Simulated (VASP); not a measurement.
Wanted: the native input for a VASP 6.6.1 run.

| Item | Value |
| --- | --- |
| Task | single point |
| Functional | PBE |
| Potentials or basis | VASP PAW PBE potentials, release 64 (Mg, O) |
| Cutoff | 520 eV |
| k mesh | 9 × 9 × 2 |
| Occupations | gaussian, width 0.05 eV |
| Spin | no spin polarisation |
| Dipole correction | no |
| Further INCAR settings | ALGO = Normal; EDIFF = 1e-06; NBANDS = 26 |

The structure of MgO lies in POSCAR:

```
MgO
1.0
    3.3899000000      0.0000000000      0.0000000000
   -1.6949500000      2.9357395163      0.0000000000
    0.0000000000      0.0000000000      9.6728000000
Mg O
4 4
Direct
    0.3333333333      0.6666666667      0.9694906392
    0.0000000000      0.0000000000      0.2208211786
    0.0000000000      0.0000000000      0.7208211786
    0.6666666667      0.3333333333      0.4694906392
    0.3333333333      0.6666666667      0.7800420079
    0.0000000000      0.0000000000      0.5296443544
    0.0000000000      0.0000000000      0.0296443544
    0.6666666667      0.3333333333      0.2800420079
```

The input as run:

INCAR

```
SYSTEM = MgO
ALGO = Normal ; EDIFF = 1E-6
ENCUT = 520 ; GGA = PE
ISIF = 2 ; ISMEAR = 0
LASPH = .TRUE. ; LCHARG = .TRUE.
LELF = .TRUE. ; LREAL = .FALSE.
LVHAR = .TRUE. ; LWAVE = .FALSE.
NBANDS = 26 ; NELM = 100
PREC = Accurate ; SIGMA = 0.05
```

KPOINTS

```
k-points
0
G
  9 9 2
  0 0 0
```

Potentials or basis: VASP PAW PBE potentials, release 64 (Mg, O).

Launch:

```console
$ cat potpaw_PBE.64/Mg/POTCAR potpaw_PBE.64/O/POTCAR > POTCAR
$ mpirun -np 1 vasp_std > vasp.out
```

It gave:

```
Pressure               : 3.7 GPa
Largest force          : 1.641 eV/Å
Band gap on the k mesh : 3.27 eV, direct
```

Caveat: forces of over 1 eV/Å act on the atoms, so gaps and moduli don't describe the material at rest.

Wall time 38 s on 1 thread of AMD EPYC 9R45 96-Core Processor (Zen 5), on a shared host, peak memory 0.21 GiB.
